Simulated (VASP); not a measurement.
Here is a VASP 6.6.1 calculation.

INCAR

```
AGGAC = 1.0 ; AGGAX = 1.0
ALDAC = 0.0 ; ALDAX = 1.0
ALGO = Normal ; EDIFF = 1E-6
EDIFFG = -0.01 ; ENCUT = 600
GGA = B5 ; IBRION = 2
ISIF = 3 ; ISMEAR = -1
LASPH = True ; LCHARG = False
LREAL = False ; LWAVE = False
NELM = 100 ; NSW = 80
PREC = Accurate ; SIGMA = 0.1
```

KPOINTS

```
k-points
0
Gamma
  11 11 11
```

Contents of POSCAR:

```
Te
1.0
    0.0000000000      2.4339108928      2.4339108928
    2.4339108928      0.0000000000      2.4339108928
    2.4339108928      2.4339108928      0.0000000000
Te
1
Direct
    0.0000000000      0.0000000000      0.0000000000
```

Potentials or basis: VASP PAW PBE potentials, release 64 (Te).

Launch:

```console
$ cat potpaw_PBE.64/Te/POTCAR > POTCAR
$ mpirun -np 1 vasp_std > vasp.out
```

Q: What does it give for the band gap on the k mesh?

A: Zero (band 3 reaches 9.03 eV, above the bottom of band 4 at 5.35 eV).

Q: Estimate the space group after relaxing (to 0.05 Å).

A: Fm-3m (No. 225).

Q: What does it give for the relaxed cell?

A: a = 3.565 Å, b = 3.565 Å, c = 3.565 Å, α = 60.00°, β = 60.00°, γ = 60.00°.

Q: What does it give for the relaxed volume?

A: 32.03 Å³/atom.

The path:
```
step  energy change (eV)  largest force (eV/Å)  pressure (GPa)  volume (Å³)
   1              0.0000                0.0000            5.08        28.84
   2             -0.0437                0.0000           -0.83        32.83
   3             -0.0458                0.0000            0.02        32.03
```

Caveat: the PAW data sets were made with another functional, which shifts forces and pressure a little; spin-orbit coupling is left out, which moves the levels of the heavy elements.
